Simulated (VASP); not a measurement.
Wanted: the native input for a VASP 6.6.1 run.

* Task: single point
* Functional: PBEsol
* Potentials or basis: VASP PAW PBE potentials, release 64 (Sb)
* Cutoff: 520 eV
* k mesh: 16 × 16 × 16
* Occupations: gaussian, width 0.15 eV
* Spin: no spin polarisation
* Dipole correction: no
* Further INCAR settings: ALGO = Normal; EDIFF = 1e-06; NBANDS = 8

The structure of Sb lies in POSCAR:

```
Sb
1.0
    3.2074000000      0.0000000000      0.0000000000
    0.0000000000      3.1600000000      0.0000000000
    0.0000000000      0.0000000000      3.1600000000
Sb
1
Direct
    0.0000000000      0.0000000000      0.0000000000
```

This cell differs from its parent crystal: strain +0.0150 x Voigt [1, 0, 0, 0, 0, 0].

One way to write it, as run:

INCAR

```
ALGO     = Normal         # electronic algorithm
EDIFF    = 1E-6           # SCF threshold, eV
ENCUT    = 520            # plane-wave cutoff, eV
GGA      = PS             # functional
ISIF     = 2              # what is computed and relaxed
ISMEAR   = 0              # smearing method
LASPH    = T              # aspherical terms in the spheres
LCHARG   = F              # write CHGCAR
LREAL    = F              # projectors in reciprocal space
LWAVE    = F              # write WAVECAR
NBANDS   = 8              # bands
NELM     = 60             # most SCF steps
PREC     = Accurate       # precision mode
SIGMA    = 0.15           # smearing width, eV
```

KPOINTS

```
k-points
0
Gamma
  16 16 16
```

Potentials or basis: VASP PAW PBE potentials, release 64 (Sb).

Launch:

```sh
$ cat potpaw_PBE.64/Sb/POTCAR > POTCAR
$ mpirun -np 1 vasp_std > vasp.out
```

Results of the run:

- Pressure: -5.4 GPa

Caveat: the cell differs from its parent crystal (strain +0.0150 x Voigt [1, 0, 0, 0, 0, 0]); the PAW data sets were made with another functional, which shifts forces and pressure a little.

Wall time 61 s on 1 thread of Intel Xeon 8259CL, on a shared host, peak memory 0.22 GiB.
